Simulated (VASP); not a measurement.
# AlGa3N4 in VASP: notebook

The runs below take AlGa3N4 through single point, with r2SCAN.

Everything below comes from runs of VASP 6.6.1. Logs are shortened: lines on timing, memory, paths and dates and some standing lists are left out, and cuts for length are marked.

## Step 1: The cell of the first run

The structure is tetragonal, space group P-42m (No. 111). Conventional cell: a = 4.443 Å, b = 4.443 Å, c = 4.532 Å, α = 90.00°, β = 90.00°, γ = 90.00°. Within 2.5 Å of Al (site symmetry -42m) lie 4 N at 1.90 Å. Within 2.6 Å of Ga (site symmetry 222) lie 4 N at 1.95 Å. Ga (site symmetry -42m) has 4 N at 1.95 Å within 2.6 Å. N (site symmetry m) has 1 Al at 1.90 Å and 3 Ga at 1.95 Å within 2.5 Å.

## Step 2: Single point, r2SCAN (uniaxial strain along a: +1.5 %, then relaxed in part)

Input file POSCAR:

```
AlGa3N4
1.0
    4.5323246195      0.0000000000      0.0000000000
    0.0000000000      4.4425984152      0.0000000000
    0.0000000000      0.0000000000      4.4425984152
Al Ga N
1 3 4
Direct
    0.0000000000      0.0000000000      0.0000000000
    0.5000000000      0.5000000000      0.0000000000
    0.5000000000      0.0000000000      0.5000000000
    0.0000000000      0.5000000000      0.5000000000
    0.7551977233      0.7554141959      0.2445858041
    0.7551977233      0.2445858041      0.7554141959
    0.2448022767      0.7554141959      0.7554141959
    0.2448022767      0.2445858041      0.2445858041
```

Input file INCAR.step1:

```
SYSTEM = AlGa3N4
  ALGO = Normal
  EDIFF = 1E-4
  ENCUT = 520
  GGA = PE
  ISMEAR = 0
  LASPH = .TRUE.
  LCHARG = .FALSE.
  LREAL = .FALSE.
  LWAVE = .TRUE.
  NBANDS = 41
  NELM = 60
  PREC = Accurate
  SIGMA = 0.02
```

Input file INCAR.step2:

```
SYSTEM = AlGa3N4
  ALGO = Normal
  EDIFF = 1E-6
  ENCUT = 520
  ISIF = 2
  ISMEAR = 0
  ISTART = 1
  LASPH = .TRUE.
  LCHARG = .TRUE.
  LELF = .TRUE.
  LMIXTAU = .TRUE.
  LREAL = .FALSE.
  LVHAR = .TRUE.
  LWAVE = .FALSE.
  METAGGA = R2SCAN
  NBANDS = 41
  NELM = 60
  PREC = Accurate
  SIGMA = 0.02
```

Input file KPOINTS:

```
k-points
0
G
  6 6 6
  0 0 0
```

Potentials or basis: VASP PAW PBE potentials, release 64 (Al, Ga_d, N).

Launch:

```bash
> cat potpaw_PBE.64/Al/POTCAR potpaw_PBE.64/Ga_d/POTCAR potpaw_PBE.64/N/POTCAR > POTCAR
> cp INCAR.step1 INCAR
> mpirun -np 1 vasp_std > vasp.out
> cp INCAR.step2 INCAR
> mpirun -np 1 vasp_std > vasp.out
```

OUTCAR:

```text
SYSTEM = AlGa3N4
   EDIFF = 1E-6
   ENCUT = 520
   ISIF = 2
   ISMEAR = 0
   ISTART = 1
   LASPH = .TRUE.
   LREAL = .FALSE.
   METAGGA = R2SCAN
   NELM = 60
   PREC = Accurate

 ion  position               nearest neighbor table
   1  0.000  0.000  0.000-   5 1.90   6 1.90   7 1.90   8 1.90   4 3.14   4 3.14   4 3.14   4 3.14

   2  0.500  0.500  0.000-   5 1.95   6 1.95   7 1.95   8 1.95
   3  0.500  0.000  0.500-   5 1.95   6 1.95   7 1.95   8 1.95
   4  0.000  0.500  0.500-   5 1.95   6 1.95   7 1.95   8 1.95   1 3.14   1 3.14   1 3.14   1 3.14

   5  0.755  0.755  0.245-   1 1.90   2 1.95   3 1.95   4 1.95
   6  0.755  0.245  0.755-   1 1.90   2 1.95   3 1.95   4 1.95
   7  0.245  0.755  0.755-   1 1.90   2 1.95   3 1.95   4 1.95
   8  0.245  0.245  0.245-   1 1.90   2 1.95   3 1.95   4 1.95

  LATTYP: Found a simple tetragonal cell.
 ALAT       =     4.4425984152
 C/A-ratio  =     1.0201967848

  Lattice vectors:

 A1 = (   0.0000000000,   4.4425984152,   0.0000000000)
 A2 = (   0.0000000000,   0.0000000000,   4.4425984152)
 A3 = (   4.5323246195,   0.0000000000,   0.0000000000)

Analysis of symmetry for initial positions (statically):
=====================================================================
 Subroutine PRICEL returns:
 Original cell was already a primitive cell.

 Routine SETGRP: Setting up the symmetry group for a
 simple tetragonal supercell.

 Subroutine GETGRP returns: Found  8 space group operations
 (whereof  8 operations were pure point group operations)
 out of a pool of 16 trial point group operations.

The static configuration has the point symmetry D_2d.

Analysis of symmetry for dynamics (positions and initial velocities):
=====================================================================
 Subroutine PRICEL returns:
 Original cell was already a primitive cell.

 Routine SETGRP: Setting up the symmetry group for a
 simple tetragonal supercell.

 Subroutine GETGRP returns: Found  8 space group operations
 (whereof  8 operations were pure point group operations)
 out of a pool of 16 trial point group operations.

The dynamic configuration has the point symmetry D_2d.

 Subroutine INISYM returns: Found  8 space group operations
 (whereof  8 operations are pure point group operations),
 and found     1 'primitive' translations

----------------------------------------------------------------------------------------

                                     Primitive cell

  volume of cell :      89.4530

  direct lattice vectors                    reciprocal lattice vectors
     4.532324619  0.000000000  0.000000000     0.220637329  0.000000000  0.000000000
     0.000000000  4.442598415  0.000000000     0.000000000  0.225093494  0.000000000
     0.000000000  0.000000000  4.442598415     0.000000000  0.000000000  0.225093494

  length of vectors
     4.532324619  4.442598415  4.442598415     0.220637329  0.225093494  0.225093494

  position of ions in fractional coordinates (direct lattice)
     0.000000000  0.000000000  0.000000000
     0.500000000  0.500000000  0.000000000
     0.500000000  0.000000000  0.500000000
     0.000000000  0.500000000  0.500000000
     0.755197723  0.755414196  0.244585804
     0.755197723  0.244585804  0.755414196
     0.244802277  0.755414196  0.755414196
     0.244802277  0.244585804  0.244585804

  ion indices of the primitive-cell ions
   primitive index   ion index
                 1           1
                 2           2
                 3           3
                 4           4
                 5           5
                 6           6
                 7           7
                 8           8

----------------------------------------------------------------------------------------

 KPOINTS: k-points

Automatic generation of k-mesh.
 Grid dimensions read from file:
 generate k-points for:    6    6    6

 Generating k-lattice:

  Cartesian coordinates                     Fractional coordinates (reciprocal lattice)
     0.036772888  0.000000000  0.000000000     0.166666667  0.000000000  0.000000000
     0.000000000  0.037515582  0.000000000     0.000000000  0.166666667  0.000000000
     0.000000000  0.000000000  0.037515582     0.000000000  0.000000000  0.166666667

  Length of vectors
     0.036772888  0.037515582  0.037515582

  Shift w.r.t. Gamma in fractional coordinates (k-lattice)
     0.000000000  0.000000000  0.000000000

 Subroutine IBZKPT returns following result:
 ===========================================

 Found     40 irreducible k-points:

 Following reciprocal coordinates:
            Coordinates               Weight
  0.000000  0.000000  0.000000      1.000000
  0.166667  0.000000  0.000000      2.000000
  0.333333  0.000000  0.000000      2.000000
  0.500000  0.000000  0.000000      1.000000
  0.000000  0.166667  0.000000      4.000000
  0.166667  0.166667  0.000000      8.000000
[... 16 lines left out ...]
  0.333333  0.333333  0.166667     16.000000
  0.500000  0.333333  0.166667      8.000000
 [... further k-points ...]
   k-points           NKPTS =     40   k-points in BZ     NKDIM =     40   number of bands    NBANDS=     41
   number of dos      NEDOS =    301   number of ions     NIONS =      8
   total plane-waves  NPLWV =  46656
   dimension x,y,z NGX =    36 NGY =   36 NGZ =   36
   dimension x,y,z NGXF=    72 NGYF=   72 NGZF=   72
   ions per type =               1   3   4
   NGX,Y,Z   is equivalent  to a cutoff of  13.20, 13.47, 13.47 a.u.
   NGXF,Y,Z  is equivalent  to a cutoff of  26.41, 26.94, 26.94 a.u.
 SYSTEM =  AlGa3N4
   PREC   = accura    normal or accurate (medium, high low for compatibility)
   ISTART =      1    job   : 0-new  1-cont  2-samecut
   ICHARG =      0    charge: 1-file 2-atom 10-const
   ISPIN  =      1    spin polarized calculation?
   LNONCOLLINEAR =      F non collinear calculations
   LSORBIT =      F    spin-orbit coupling
   LASPH  =      T    aspherical Exc in radial PAW
   ENCUT  =  520.0 eV  38.22 Ry    6.18 a.u.   8.43  8.26  8.26*2*pi/ulx,y,z
   NELM   =     60;   NELMIN=  2; NELMDL=  0     # of ELM steps
   EDIFF  = 0.1E-05   stopping-criterion for ELM
   LREAL  =      F    real-space projection
   EDIFFG = 0.1E-04   stopping-criterion for IOM
   NSW    =      0    number of steps for IOM
   IBRION =     -1    ionic relax: 0-MD 1-quasi-New 2-CG
   NFREE  =      0    steps in history (QN), initial steepest desc. (CG)
   ISIF   =      2    stress and relaxation
   ISYM   =      2    0-nonsym 1-usesym 2-fastsym
   POTIM  = 0.5000    time-step for ionic-motion
   TEBEG  =    0.0;   TEEND  =   0.0 temperature during run
   PSTRESS=    0.0 pullay stress
   NELECT =      62.0000    total number of electrons
   NUPDOWN=      -1.0000    fix difference up-down
   EMIN   =  10.00;   EMAX   =-10.00  energy-range for DOS
   EFERMI =   0.00;   METHOD = LEGACY
   ISMEAR =     0;   SIGMA  =   0.02  broadening in eV -4-tet -1-fermi 0-gaus
   EFERMI_NEDOS =   21; number of points for ismear=-14 and -15
   IALGO  =     38    algorithm
   IMIX   =      4    mixing-type and parameters
     AMIX     =   0.40;   BMIX     =  1.00
     AMIX_MAG =   1.60;   BMIX_MAG =  1.00
  volume/ion in A,a.u.               =      11.18        75.46
  Fermi-wavevector in a.u.,A,eV,Ry     =   1.448795  2.737826 28.558734  2.099008
  Thomas-Fermi vector in A             =   2.566595
   LORBIT       =      0    0 simple, 1 ext, 2 COOP (PROOUT), +10 PAW based schemes
   METAGGA = R2SCAN    functional components
   LHFCALC =     F    Hartree Fock is set to
   AEXX    =    0.0000 exact exchange contribution
   IVDW    =     0    specifies the selected vdW correction
   LEPSILON=     F    determine dielectric tensor
   LRPA    =     F    only Hartree local field effects (RPA)
 non-spin polarized calculation
 Gauss-broadening in eV      SIGMA  =   0.02
  energy-cutoff  :      520.00
  volume of cell :       89.45
 maximum number of plane-waves:      2432
 NGX is ok and might be reduce to    36
   NGX = 17   NGY = 17   NGZ = 17

 number of electron      61.9999978 magnetization

 Free energy of the ion-electron system (eV)
  ---------------------------------------------------
  ext. energy  EPLUGINS =         0.00000000
  ---------------------------------------------------
  free energy    TOTEN  =       -84.85589842 eV

  energy without entropy =      -84.85589842  energy(sigma->0) =      -84.85589842

 E-fermi :   5.3342     XC(G=0): -12.3564

 val. band max:        5.1707759040   @ k =   0.0000   0.0000   0.0000
 cond. band min:       7.9221597481   @ k =   0.0000   0.0000   0.0000
 fundamental gap:      2.7513838442
 Fermi energy:         5.3342021202

 k-point     1 :       0.0000    0.0000    0.0000
  band No.  band energies     occupation
      1     -11.3164      2.00000
      2      -9.9512      2.00000
      3      -9.9390      2.00000
      4      -9.9390      2.00000
      5      -8.3745      2.00000
      6      -8.3612      2.00000
[... 33 lines left out ...]
     40      16.7076      0.00000
     41      16.7623      0.00000

 k-point     2 :       0.1667    0.0000    0.0000
  band No.  band energies     occupation
      1     -11.2079      2.00000
      2     -10.0048      2.00000
      3      -9.9410      2.00000
      4      -9.9410      2.00000
      5      -8.3739      2.00000
      6      -8.3572      2.00000
[... 33 lines left out ...]
     40      16.9440      0.00000
     41      16.9440      0.00000

 k-point     3 :       0.3333    0.0000    0.0000
  band No.  band energies     occupation
      1     -10.9141      2.00000
      2     -10.1861      2.00000
      3      -9.9448      2.00000
      4      -9.9448      2.00000
      5      -8.3408      2.00000
      6      -8.3403      2.00000
[... 33 lines left out ...]
     40      17.2420      0.00000
     41      17.2734      0.00000

 k-point     4 :       0.5000    0.0000    0.0000
  band No.  band energies     occupation
      1     -10.5894      2.00000
      2     -10.4536      2.00000
      3      -9.9467      2.00000
      4      -9.9467      2.00000
      5      -8.3100      2.00000
      6      -8.3100      2.00000
[... 825 lines left out ...]
     40      16.5179      0.00000
     41      16.6536      0.00000

 k-point    23 :       0.3333    0.3333    0.1667
  band No.  band energies     occupation
      1     -10.5639      2.00000
      2     -10.1415      2.00000
      3     -10.0867      2.00000
      4     -10.0149      2.00000
      5      -8.3581      2.00000
      6      -8.3520      2.00000
[... 33 lines left out ...]
     40      16.0240      0.00000
     41      16.1963      0.00000

 k-point    24 :       0.5000    0.3333    0.1667
  band No.  band energies     occupation
      1     -10.3951      2.00000
      2     -10.2536      2.00000
      3     -10.0819      2.00000
      4     -10.0357      2.00000
      5      -8.3613      2.00000
      6      -8.3390      2.00000
[... 33 lines left out ...]
     40      15.9594      0.00000
     41      16.2151      0.00000

 [... further k-points ...]

------------------------ aborting loop because EDIFF is reached ----------------------------------------

  FORCE on cell =-STRESS in cart. coord.  units (eV):
  Direction    XX          YY          ZZ          XY          YZ          ZX
  --------------------------------------------------------------------------------------
  -------------------------------------------------------------------------------------
  Total       -1.2194393      0.3724957      0.3724957      0.0000000      0.0000000     -0.0000000
  in kB      -21.8411572      6.6717026      6.6717026      0.0000000      0.0000000     -0.0000000
  external PRESSURE =      -2.8325840 kB  Pullay stress =       0.0000000 kB

 VOLUME and BASIS-vectors are now :
 -----------------------------------------------------------------------------
  energy-cutoff  :      520.00
  volume of cell :       89.45
      direct lattice vectors                 reciprocal lattice vectors
     4.532324619  0.000000000  0.000000000     0.220637329  0.000000000  0.000000000
     0.000000000  4.442598415  0.000000000     0.000000000  0.225093494  0.000000000
     0.000000000  0.000000000  4.442598415     0.000000000  0.000000000  0.225093494

 POSITION                                       TOTAL-FORCE (eV/Angst)
 -----------------------------------------------------------------------------------
      0.00000      0.00000      0.00000         0.000000     -0.000000     -0.000000
      2.26616      2.22130      0.00000         0.000000     -0.000000     -0.000000
      2.26616      0.00000      2.22130         0.000000      0.000000     -0.000000
      0.00000      2.22130      2.22130         0.000000     -0.000000     -0.000000
      3.42280      3.35600      1.08660         0.047358      0.046538     -0.046538
      3.42280      1.08660      3.35600         0.047358     -0.046538      0.046538
      1.10952      3.35600      3.35600        -0.047358      0.046538      0.046538
      1.10952      1.08660      1.08660        -0.047358     -0.046538     -0.046538
 -----------------------------------------------------------------------------------
    total drift:                               -0.000000     -0.000000     -0.000000

  FREE ENERGIE OF THE ION-ELECTRON SYSTEM (eV)
  ---------------------------------------------------
  free  energy   TOTEN  =       -84.8558984211 eV

  energy  without entropy=      -84.8558984211  energy(sigma->0) =      -84.85589842
```

Wall time 9.8 min (1 thread of Intel Xeon Platinum 8259CL at 2.50GHz (Skylake/Cascade Lake), shared host); peak memory 0.29 GiB.

Results:

```yaml
Free_energy: -84.8559 eV
Pressure: -0.3 GPa
Largest_force: 0.081 eV/Å
Band_gap_on_the_k_mesh: 2.75 eV
```

Forces in eV/Å, atoms in the order of the input:
```
Al   0.000  0.000  0.000
Ga   0.000  0.000  0.000
Ga   0.000  0.000  0.000
Ga   0.000  0.000  0.000
N    0.047  0.047 -0.047
N    0.047 -0.047  0.047
N   -0.047  0.047  0.047
N   -0.047 -0.047 -0.047
```

Stress tensor (GPa, compression positive):
```
-2.18  0.00  0.00
 0.00  0.67  0.00
 0.00  0.00  0.67
```

Caveat: the cell differs from its parent crystal (uniaxial strain along a: +1.5 %, then relaxed in part); the PAW data sets were made with another functional, which shifts forces and pressure a little.

(Continued in part 2 of 2.)
